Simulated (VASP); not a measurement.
A run of VASP 6.6.1 is set up as follows.

Contents of INCAR:

```
ALGO = Normal ; EDIFF = 1E-6
ENCUT = 520 ; GGA = PE
GGA_COMPAT = False ; ISIF = 2
ISMEAR = -1 ; ISYM = -1
LASPH = True ; LCHARG = False
LREAL = Auto ; LWAVE = False
NBANDS = 81 ; NELM = 120
PREC = Accurate ; SIGMA = 0.1034
```

File KPOINTS:

```
explicit points
4
Reciprocal
  0.25000000   0.25000000   0.25000000 2
  0.25000000   0.25000000   0.75000000 2
  0.25000000   0.75000000   0.25000000 2
  0.25000000   0.75000000   0.75000000 2
```

File POSCAR:

```
HfO2
1.0
   -3.6048407432     -3.6048407432      0.0000000000
    0.0000000000      0.0000000000      5.2399198202
   -3.6048407432      7.2096814863      0.0000000000
Hf O
6 12
Direct
    0.1666535018      0.5063316026      0.3306031394
    0.8317028537      0.5104347188      0.6599932802
    0.4973050021      0.4919166874     -0.0040074817
    0.6683548146      0.0044351824      0.3407244372
    0.3367050271     -0.0028426007      0.6653547746
   -0.0042393921     -0.0154023349      0.0021816035
    0.5092196292      0.6798810139      0.4883428863
    0.1647936878      0.6786124830      0.8411353555
    0.8262488911      0.6963717242      0.1646004291
    0.3278023684      0.7873504064      0.1765364164
   -0.0012919665      0.8292428413      0.5059891583
    0.6606683909      0.8497494528      0.8322111517
    0.3535307357      0.2858274652      0.1954901895
    0.0439831728      0.3191537385      0.5132605844
    0.6210736690      0.3285012098      0.8123746767
    0.5549400031      0.1762131925      0.5201715694
    0.1409440905      0.2072167203      0.8384930751
    0.8373373144      0.2190741537      0.1688513798
```

Potentials or basis: VASP PAW PBE potentials, release 64 (Hf_pv, O).

Launch:

```bash
$ cat potpaw_PBE.64/Hf_pv/POTCAR potpaw_PBE.64/O/POTCAR > POTCAR
$ mpirun -np 1 vasp_std > vasp.out
```

Problem. What does it give for the band gap on the k mesh?

Solution. 5.06 eV.

Problem. Predict the largest force.

Solution. 3.144 eV/Å.

Problem. Predict the pressure.

Solution. 2.3 GPa.

Stress tensor (GPa, compression positive):
```
 7.15 -0.37  1.72
-0.37 -2.71  1.06
 1.72  1.06  2.32
```

Caveat: the stress differs along the axes, from -3 to 7 GPa; the atoms stand as in a frame of molecular dynamics; spin-orbit coupling is left out, which moves the levels of the heavy elements; a shifted mesh leaves out Γ, where band edges can lie; forces of over 1 eV/Å act on the atoms, so gaps and moduli don't describe the material at rest. A k mesh can miss the band edges.
